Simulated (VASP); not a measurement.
Write the native input for VASP 6.6.1 that does the following.

* Task: single point
* Functional: PBEsol
* Potentials or basis: VASP PAW PBE potentials, release 64 (Ti_sv)
* Cutoff: 520 eV
* k mesh: 18 × 18 × 18
* Occupations: gaussian, width 0.1 eV
* Spin: no spin polarisation
* Dipole correction: no
* Further INCAR settings: ALGO = Normal; EDIFF = 1e-06; NBANDS = 12

The structure of Ti lies in POSCAR:

```
Ti
1.0
   -1.5554411045      1.5554411045      1.5554411045
    1.5554411045     -1.5554411045      1.5554411045
    1.5554411045      1.5554411045     -1.5554411045
Ti
1
Direct
    0.0000000000      0.0000000000      0.0000000000
```

This cell differs from its parent crystal: volume scaled by 0.91.

These files were run (other wordings do the same):

INCAR

```
  PREC = Accurate
  ENCUT = 520
  EDIFF = 1E-6
  ISMEAR = 0
  SIGMA = 0.1
  LREAL = F
  LASPH = T
  NELM = 60
  ALGO = Normal
  ISIF = 2
  LWAVE = F
  LCHARG = F
  GGA = PS
  NBANDS = 12
```

KPOINTS

```
regular mesh
0
Gamma
  18 18 18
```

Potentials or basis: VASP PAW PBE potentials, release 64 (Ti_sv).

Command:

```bash
$ cat potpaw_PBE.64/Ti_sv/POTCAR > POTCAR
$ mpirun -np 1 vasp_std > vasp.out
```

It gave:

```
Pressure               : 11.9 GPa
Band gap on the k mesh : zero (band 6 reaches 10.63 eV, above the bottom of band 7 at 8.87 eV)
```

Caveat: the PAW data sets were made with another functional, which shifts forces and pressure a little.

Run time: 20 s on 1 thread of Intel Xeon 6975P-C, with other jobs on the host, peak memory 0.15 GiB.
